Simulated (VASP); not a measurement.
The system is Be.

```
Be
1.0
     2.29000    0.00000    0.00000
    -1.14500    1.98320    0.00000
     0.00000    0.00000    3.58843
Be
2
Direct
  0.33333 0.66667 0.75000
  0.66667 0.33333 0.25000
```

```yaml
Program: VASP 6.6.1
Task: relaxation of cell and atoms
Functional: PBE
Potentials_or_basis: VASP PAW PBE potentials, release 64 (Be)
Cutoff: 600 eV
k_mesh: 16 × 16 × 10
Occupations: gaussian, width 0.05 eV
Spin: no spin polarisation
```

At the start: pressure -3.3 GPa; volume 8.15 Å³/atom.

**Question.** How do energy, volume and symmetry change on relaxing?

**Answer.** Over 5 steps the energy falls by 2.4 meV/atom and the volume is 7.92 Å³/atom (-2.9 %); space group P6_3/mmc (No. 194, to 0.1 Å) before and after.

Step by step:
```tsv
step	energy change (eV)	largest force (eV/Å)	pressure (GPa)	volume (Å³)
1	0.0000	0.0000	-3.32	16.30
2	-0.0048	0.0000	-0.47	15.90
3	-0.0049	0.0000	0.00	15.84
4	-0.0049	0.0000	0.07	15.83
5	-0.0049	0.0000	0.06	15.83
```

Final structure:
```
CELL_PARAMETERS angstrom
2.26643 0.00000 0.00000
-1.13322 1.96279 0.00000
0.00000 0.00000 3.55898
ATOMIC_POSITIONS crystal
Be 0.33333 0.66667 0.75000
Be 0.66667 0.33333 0.25000
```
